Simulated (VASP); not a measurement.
# Nb (I4/mmm) in VASP: further runs

Runs on Nb. Level: PBE. Tasks: single point.

Program: VASP 6.6.1. These are calculated values, not measurements. Logs are shortened: lines on timing, memory, paths and dates and some standing lists are left out, and cuts for length are marked.

## Step 1: The cell of the first run

It takes space group I4/mmm (No. 139, tetragonal). Conventional cell: a = 3.736 Å, b = 3.736 Å, c = 2.641 Å, α = 90.00°, β = 90.00°, γ = 90.00°. Within 3.5 Å of Nb (site symmetry 4/mmm) lie 10 Nb at 2.64 to 2.95 Å.

## Step 2: Single point, PBE

Input file INCAR:

```
SYSTEM = Nb
PREC = Accurate
ENCUT = 520
EDIFF = 1E-7
ISMEAR = 0
SIGMA = 0.15
LREAL = .FALSE.
LASPH = .TRUE.
NELM = 80
ALGO = Fast
ISIF = 2
LWAVE = .FALSE.
LCHARG = .TRUE.
GGA = PE
LELF = .TRUE.
LVHAR = .TRUE.
NBANDS = 12
```

Input file KPOINTS:

```
regular mesh
0
G
  22 22 22
  0 0 0
```

Input file POSCAR:

```
Nb
1.0
   -1.8678147505      1.8678147505      1.3205450286
    1.8678147505     -1.8678147505      1.3205450286
    1.8678147505      1.8678147505     -1.3205450286
Nb
1
Direct
    0.0000000000      0.0000000000      0.0000000000
```

Potentials or basis: VASP PAW PBE potentials, release 64 (Nb_sv).

Command:

```console
$ cat potpaw_PBE.64/Nb_sv/POTCAR > POTCAR
$ mpirun -np 1 vasp_std > vasp.out
```

OUTCAR:

```text
SYSTEM = Nb
   PREC = Accurate
   ENCUT = 520
   EDIFF = 1E-7
   ISMEAR = 0
   LREAL = .FALSE.
   LASPH = .TRUE.
   NELM = 80
   ISIF = 2
   GGA = PE

 ion  position               nearest neighbor table
   1  0.000  0.000  0.000-

  LATTYP: Found a body centered tetragonal cell.
 ALAT       =     3.7356295010
 C/A-ratio  =     0.7070000000

  Lattice vectors:

 A1 = (  -1.8678147505,   1.8678147505,   1.3205450286)
 A2 = (   1.8678147505,  -1.8678147505,   1.3205450286)
 A3 = (   1.8678147505,   1.8678147505,  -1.3205450286)

Analysis of symmetry for initial positions (statically):
=====================================================================
 Subroutine PRICEL returns:
 Original cell was already a primitive cell.

 Routine SETGRP: Setting up the symmetry group for a
 body centered tetragonal supercell.

 Subroutine GETGRP returns: Found 16 space group operations
 (whereof 16 operations were pure point group operations)
 out of a pool of 16 trial point group operations.

The static configuration has the point symmetry D_4h.

Analysis of symmetry for dynamics (positions and initial velocities):
=====================================================================
 Subroutine PRICEL returns:
 Original cell was already a primitive cell.

 Routine SETGRP: Setting up the symmetry group for a
 body centered tetragonal supercell.

 Subroutine GETGRP returns: Found 16 space group operations
 (whereof 16 operations were pure point group operations)
 out of a pool of 16 trial point group operations.

The dynamic configuration has the point symmetry D_4h.

 Subroutine INISYM returns: Found 16 space group operations
 (whereof 16 operations are pure point group operations),
 and found     1 'primitive' translations

----------------------------------------------------------------------------------------

                                     Primitive cell

  volume of cell :      18.4281

  direct lattice vectors                    reciprocal lattice vectors
    -1.867814751  1.867814751  1.320545029     0.000000000  0.267692500  0.378631542
     1.867814751 -1.867814751  1.320545029     0.267692500  0.000000000  0.378631542
     1.867814751  1.867814751 -1.320545029     0.267692500  0.267692500  0.000000000

  length of vectors
     2.953185239  2.953185239  2.953185239     0.463703697  0.463703697  0.378574364

  position of ions in fractional coordinates (direct lattice)
     0.000000000  0.000000000  0.000000000

  ion indices of the primitive-cell ions
   primitive index   ion index
                 1           1

----------------------------------------------------------------------------------------

 KPOINTS: regular mesh

Automatic generation of k-mesh.
 Grid dimensions read from file:
 generate k-points for:   22   22   22

 Generating k-lattice:

  Cartesian coordinates                     Fractional coordinates (reciprocal lattice)
     0.000000000  0.012167841  0.017210525     0.045454545  0.000000000 -0.000000000
     0.012167841  0.000000000  0.017210525     0.000000000  0.045454545 -0.000000000
     0.012167841  0.012167841  0.000000000     0.000000000  0.000000000  0.045454545

  Length of vectors
     0.021077441  0.021077441  0.017207926

  Shift w.r.t. Gamma in fractional coordinates (k-lattice)
     0.000000000  0.000000000  0.000000000

 Subroutine IBZKPT returns following result:
 ===========================================

 Found    834 irreducible k-points:

 Following reciprocal coordinates:
            Coordinates               Weight
  0.000000  0.000000  0.000000      1.000000
  0.045455 -0.000000  0.000000      8.000000
  0.090909 -0.000000  0.000000      8.000000
  0.136364  0.000000 -0.000000      8.000000
  0.181818  0.000000 -0.000000      8.000000
  0.227273  0.000000 -0.000000      8.000000
[... 16 lines left out ...]
  0.500000  0.045455  0.000000     16.000000
 -0.454545  0.045455  0.000000     16.000000
 [... further k-points ...]
   k-points           NKPTS =    834   k-points in BZ     NKDIM =    834   number of bands    NBANDS=     12
   number of dos      NEDOS =    301   number of ions     NIONS =      1
   total plane-waves  NPLWV =  13824
   dimension x,y,z NGX =    24 NGY =   24 NGZ =   24
   dimension x,y,z NGXF=    48 NGYF=   48 NGZF=   48
   ions per type =               1
   NGX,Y,Z   is equivalent  to a cutoff of  13.51, 13.51, 13.51 a.u.
   NGXF,Y,Z  is equivalent  to a cutoff of  27.02, 27.02, 27.02 a.u.
 SYSTEM =  Nb
   PREC   = accura    normal or accurate (medium, high low for compatibility)
   ISTART =      0    job   : 0-new  1-cont  2-samecut
   ICHARG =      2    charge: 1-file 2-atom 10-const
   ISPIN  =      1    spin polarized calculation?
   LNONCOLLINEAR =      F non collinear calculations
   LSORBIT =      F    spin-orbit coupling
   LASPH  =      T    aspherical Exc in radial PAW
   ENCUT  =  520.0 eV  38.22 Ry    6.18 a.u.   5.49  5.49  5.49*2*pi/ulx,y,z
   NELM   =     80;   NELMIN=  2; NELMDL= -5     # of ELM steps
   EDIFF  = 0.1E-06   stopping-criterion for ELM
   LREAL  =      F    real-space projection
   EDIFFG = 0.1E-05   stopping-criterion for IOM
   NSW    =      0    number of steps for IOM
   IBRION =     -1    ionic relax: 0-MD 1-quasi-New 2-CG
   NFREE  =      0    steps in history (QN), initial steepest desc. (CG)
   ISIF   =      2    stress and relaxation
   ISYM   =      2    0-nonsym 1-usesym 2-fastsym
   POTIM  = 0.5000    time-step for ionic-motion
   TEBEG  =    0.0;   TEEND  =   0.0 temperature during run
   PSTRESS=    0.0 pullay stress
   NELECT =      13.0000    total number of electrons
   NUPDOWN=      -1.0000    fix difference up-down
   EMIN   =  10.00;   EMAX   =-10.00  energy-range for DOS
   EFERMI =   0.00;   METHOD = LEGACY
   ISMEAR =     0;   SIGMA  =   0.15  broadening in eV -4-tet -1-fermi 0-gaus
   EFERMI_NEDOS =   21; number of points for ismear=-14 and -15
   IALGO  =     68    algorithm
   IMIX   =      4    mixing-type and parameters
     AMIX     =   0.40;   BMIX     =  1.00
     AMIX_MAG =   1.60;   BMIX_MAG =  1.00
  volume/ion in A,a.u.               =      18.43       124.36
  Fermi-wavevector in a.u.,A,eV,Ry     =   1.457345  2.753983 28.896790  2.123854
  Thomas-Fermi vector in A             =   2.574157
   LORBIT       =      0    0 simple, 1 ext, 2 COOP (PROOUT), +10 PAW based schemes
   GGA     = PE    functional components
   LHFCALC =     F    Hartree Fock is set to
   AEXX    =    0.0000 exact exchange contribution
   IVDW    =     0    specifies the selected vdW correction
   LEPSILON=     F    determine dielectric tensor
   LRPA    =     F    only Hartree local field effects (RPA)
 non-spin polarized calculation
 RMM-DIIS sequential band-by-band and
 Gauss-broadening in eV      SIGMA  =   0.15
  energy-cutoff  :      520.00
  volume of cell :       18.43
 maximum number of plane-waves:       513
 NGX is ok and might be reduce to    24
   NGX = 11   NGY = 11   NGZ = 11

 number of electron      13.0000000 magnetization

 Free energy of the ion-electron system (eV)
  ---------------------------------------------------
  ext. energy  EPLUGINS =         0.00000000
  ---------------------------------------------------
  free energy    TOTEN  =        -9.91982055 eV

  energy without entropy =       -9.90657959  energy(sigma->0) =       -9.91320007

 E-fermi :  11.1728     XC(G=0): -12.3253

 val. band max:       11.1691704577   @ k =   0.2273   0.2273   0.0455
 cond. band min:      11.1728084424   @ k =  -0.2727   0.4545   0.2273
 fundamental gap:      0.0036379847
 Fermi energy:        11.1727932102

 k-point     1 :       0.0000    0.0000    0.0000
  band No.  band energies     occupation
      1     -43.5159      2.00000
      2     -18.9819      2.00000
      3     -18.9819      2.00000
      4     -18.3179      2.00000
      5       5.0491      2.00000
      6       9.1792      2.00000
      7      10.6158      2.00000
      8      13.8157      0.00000
      9      13.8157      0.00000
     10      15.4724      0.00000
     11      23.9179      0.00000
     12      23.9179      0.00000

 k-point     2 :       0.0455   -0.0000    0.0000
  band No.  band energies     occupation
      1     -43.5082      2.00000
      2     -18.9888      2.00000
      3     -18.9870      2.00000
      4     -18.3604      2.00000
      5       5.1494      2.00000
      6       9.2257      2.00000
      7      10.6992      1.99999
      8      13.6892      0.00000
      9      13.6971      0.00000
     10      15.4078      0.00000
     11      24.1549      0.00000
     12      24.1572      0.00000

 k-point     3 :       0.0909   -0.0000    0.0000
  band No.  band energies     occupation
      1     -43.4856      2.00000
      2     -19.0107      2.00000
      3     -19.0017      2.00000
      4     -18.4809      2.00000
      5       5.4403      2.00000
      6       9.3524      2.00000
      7      10.9376      1.97341
      8      13.3566      0.00000
      9      13.3950      0.00000
     10      15.2420      0.00000
     11      24.7774      0.00000
     12      24.8278      0.00000

 k-point     4 :       0.1364    0.0000   -0.0000
  band No.  band energies     occupation
      1     -43.4497      2.00000
      2     -19.0553      2.00000
      3     -19.0249      2.00000
      4     -18.6573      2.00000
      5       5.8906      2.00000
      6       9.5151      2.00000
      7      11.2744      0.33816
      8      12.9703      0.00000
      9      13.0431      0.00000
     10      15.0208      0.00000
     11      25.5122      0.00000
     12      25.8208      0.00000

 k-point     5 :       0.1818    0.0000   -0.0000
  band No.  band energies     occupation
      1     -43.4033      2.00000
      2     -19.1520      2.00000
      3     -19.0543      2.00000
      4     -18.8379      2.00000
      5       6.4411      2.00000
      6       9.6264      2.00000
      7      11.5084      0.00155
      8      12.8134      0.00000
      9      12.8544      0.00000
     10      14.7746      0.00000
     11      25.6977      0.00000
     12      27.0121      0.00000
[... 228 lines left out ...]
      1     -43.1316      2.00000
      2     -20.3353      2.00000
      3     -19.2109      2.00000
      4     -19.1160      2.00000
      5       7.3490      2.00000
      6       8.4689      2.00000
      7      13.3306      0.00000
      8      13.9239      0.00000
      9      15.7410      0.00000
     10      17.2824      0.00000
     11      22.5740      0.00000
     12      25.1056      0.00000

 k-point    22 :       0.4545    0.0455   -0.0000
  band No.  band energies     occupation
      1     -43.1202      2.00000
      2     -20.3806      2.00000
      3     -19.2246      2.00000
      4     -19.1253      2.00000
      5       7.2835      2.00000
      6       8.3927      2.00000
      7      13.4548      0.00000
      8      14.2950      0.00000
      9      16.1885      0.00000
     10      17.2733      0.00000
     11      22.8526      0.00000
     12      24.5350      0.00000

 k-point    23 :       0.5000    0.0455    0.0000
  band No.  band energies     occupation
      1     -43.1253      2.00000
      2     -20.3531      2.00000
      3     -19.2305      2.00000
      4     -19.1249      2.00000
      5       7.2930      2.00000
      6       8.4190      2.00000
      7      13.5145      0.00000
      8      14.2840      0.00000
      9      16.2149      0.00000
     10      17.0165      0.00000
     11      22.6989      0.00000
     12      24.5293      0.00000

 k-point    24 :      -0.4545    0.0455    0.0000
  band No.  band energies     occupation
      1     -43.1464      2.00000
      2     -20.2551      2.00000
      3     -19.2277      2.00000
      4     -19.1144      2.00000
      5       7.3737      2.00000
      6       8.5439      2.00000
      7      13.5656      0.00000
      8      13.8100      0.00000
      9      15.8127      0.00000
     10      16.5831      0.00000
     11      22.4083      0.00000
     12      25.1001      0.00000

 [... further k-points ...]

------------------------ aborting loop because EDIFF is reached ----------------------------------------

  FORCE on cell =-STRESS in cart. coord.  units (eV):
  Direction    XX          YY          ZZ          XY          YZ          ZX
  --------------------------------------------------------------------------------------
  -------------------------------------------------------------------------------------
  Total        0.0054943      0.0054943      0.9986120      0.0000000      0.0000000      0.0000000
  in kB        0.4776886      0.4776886     86.8213543      0.0000000      0.0000000      0.0000000
  external PRESSURE =      29.2589105 kB  Pullay stress =       0.0000000 kB

 VOLUME and BASIS-vectors are now :
 -----------------------------------------------------------------------------
  energy-cutoff  :      520.00
  volume of cell :       18.43
      direct lattice vectors                 reciprocal lattice vectors
    -1.867814751  1.867814751  1.320545029     0.000000000  0.267692500  0.378631542
     1.867814751 -1.867814751  1.320545029     0.267692500  0.000000000  0.378631542
     1.867814751  1.867814751 -1.320545029     0.267692500  0.267692500  0.000000000

 POSITION                                       TOTAL-FORCE (eV/Angst)
 -----------------------------------------------------------------------------------
      0.00000      0.00000      0.00000         0.000000      0.000000      0.000000
 -----------------------------------------------------------------------------------
    total drift:                                0.000000      0.000000      0.000000

  FREE ENERGIE OF THE ION-ELECTRON SYSTEM (eV)
  ---------------------------------------------------
  free  energy   TOTEN  =        -9.9198205523 eV

  energy  without entropy=       -9.9065795939  energy(sigma->0) =       -9.91320007
```

Wall time 1.9 min (1 thread of Intel Xeon 6975P-C (Granite Rapids), shared host); peak memory 0.29 GiB.

Results:

```yaml
Free_energy: -9.9198 eV
Pressure: 2.9 GPa
Band_gap_on_the_k_mesh: zero (an odd number of electrons rules out a gap without spin polarisation)
```

## Step 3: Single point, PBE

Input file INCAR:

```
SYSTEM = Nb
PREC = Accurate ; ENCUT = 520
EDIFF = 1E-6 ; ISMEAR = 0
SIGMA = 0.15 ; LREAL = .False.
LASPH = .True. ; NELM = 100
ALGO = Fast ; ISIF = 2
LWAVE = .False. ; LCHARG = .True.
GGA = PE ; LELF = .True.
LVHAR = .True. ; NBANDS = 12
```

Input file KPOINTS:

```
regular mesh
0
Gamma
  22 22 22
  0 0 0
```

Input file POSCAR:

```
Nb
1.0
   -1.7565774241      1.7565774241      1.4930908105
    1.7565774241     -1.7565774241      1.4930908105
    1.7565774241      1.7565774241     -1.4930908105
Nb
1
Direct
    0.0000000000      0.0000000000      0.0000000000
```

Potentials or basis: VASP PAW PBE potentials, release 64 (Nb_sv).

Command:

```console
$ cat potpaw_PBE.64/Nb_sv/POTCAR > POTCAR
$ mpirun -np 1 vasp_std > vasp.out
```

Wall time 95 s (1 thread of Intel Xeon 6975P-C (Granite Rapids), shared host); peak memory 0.29 GiB.

Results (log left out):

| Item | Value |
| --- | --- |
| Free energy | -10.1273 eV |
| Pressure | -0.8 GPa |
| Band gap on the k mesh | zero (an odd number of electrons rules out a gap without spin polarisation) |

Stress tensor (GPa, compression positive):
```
-6.03  0.00  0.00
 0.00 -6.03  0.00
 0.00  0.00  9.76
```

Levels at points of the mesh, in eV from the Fermi level:
```tsv
k point	band 4	band 5	band 6	band 7	band 8	band 9
(0.00, 0.00, 0.00)	-29.86	-6.06	-0.87	1.07	1.07	1.54
(0.50, 0.00, 0.00)	-30.05	-3.83	-2.28	2.54	2.84	5.06
(0.50, 0.50, 0.00)	-29.88	-3.70	-0.27	1.28	1.42	3.00
(0.50, 0.50, 0.50)	-30.45	-3.92	-3.56	5.19	5.19	5.66
```

## Step 4: Single point, PBE

Input file INCAR:

```
SYSTEM = Nb
PREC     = Accurate       ! precision mode
ENCUT    = 520            ! plane-wave cutoff, eV
EDIFF    = 1E-7           ! SCF threshold, eV
ISMEAR   = 0              ! smearing method
SIGMA    = 0.15           ! smearing width, eV
LREAL    = .FALSE.        ! projectors in reciprocal space
LASPH    = .TRUE.         ! aspherical terms in the spheres
NELM     = 100            ! most SCF steps
ALGO     = Fast           ! electronic algorithm
ISIF     = 2              ! what is computed and relaxed
LWAVE    = .FALSE.        ! write WAVECAR
LCHARG   = .FALSE.        ! write CHGCAR
GGA      = PE             ! functional
NBANDS   = 12             ! bands
```

Input file KPOINTS:

```
Automatic mesh
0
G
  22 22 22
  0 0 0
```

Input file POSCAR:

```
Nb
1.0
   -1.5658369003      1.5658369003      1.8790042803
    1.5658369003     -1.5658369003      1.8790042803
    1.5658369003      1.5658369003     -1.8790042803
Nb
1
Direct
    0.0000000000      0.0000000000      0.0000000000
```

Command:

```console
$ cat potpaw_PBE.64/Nb_sv/POTCAR > POTCAR
$ mpirun -np 1 vasp_std > vasp.out
```

It took 2.2 min on 1 thread of Intel Xeon 6975P-C (Granite Rapids), shared host; peak memory 0.29 GiB.

The run converged. Its results:

- Free energy: -10.0830 eV
- Pressure: -0.5 GPa
- Band gap on the k mesh: zero (an odd number of electrons rules out a gap without spin polarisation)

Stress tensor (GPa, compression positive):
```
  5.58   0.00   0.00
  0.00   5.58   0.00
  0.00   0.00 -12.80
```

Levels at points of the mesh, in eV from the Fermi level:
```tsv
k point	band 4	band 5	band 6	band 7	band 8	band 9
(0.00, 0.00, 0.00)	-29.91	-6.07	-0.08	-0.08	1.62	1.63
(0.50, 0.00, 0.00)	-29.94	-3.73	-0.90	1.40	1.71	4.29
(0.50, 0.50, 0.00)	-30.09	-3.90	-2.82	2.95	4.51	4.63
(0.50, 0.50, 0.50)	-30.57	-3.93	-3.47	4.98	5.50	5.50
```

## Step 5: The runs side by side

| cell | further INCAR settings | gap on the mesh (eV) | pressure (GPa) |
| --- | --- | --- | --- |
| a = 2.953 Å, angles 101.5, 101.5, 126.9°, 1 atom | ALGO = Fast; EDIFF = 1e-07; NBANDS = 12 | none | 2.9 |
| a = 2.898 Å, angles 105.4, 105.4, 118.0°, 1 atom | ALGO = Fast; EDIFF = 1e-06; NBANDS = 12 | none | -0.8 |
| a = 2.904 Å, angles 114.7, 114.7, 99.4°, 1 atom | ALGO = Fast; EDIFF = 1e-07; NBANDS = 12 | none | -0.5 |

Alike in all rows: task single point; level PBE; potentials or basis VASP PAW PBE potentials, release 64 (Nb_sv); no spin polarisation; k mesh 22 × 22 × 22; cutoff (eV) 520; smearing gaussian 0.15 eV.

Absolute energies hang on the potentials; compare differences alone.
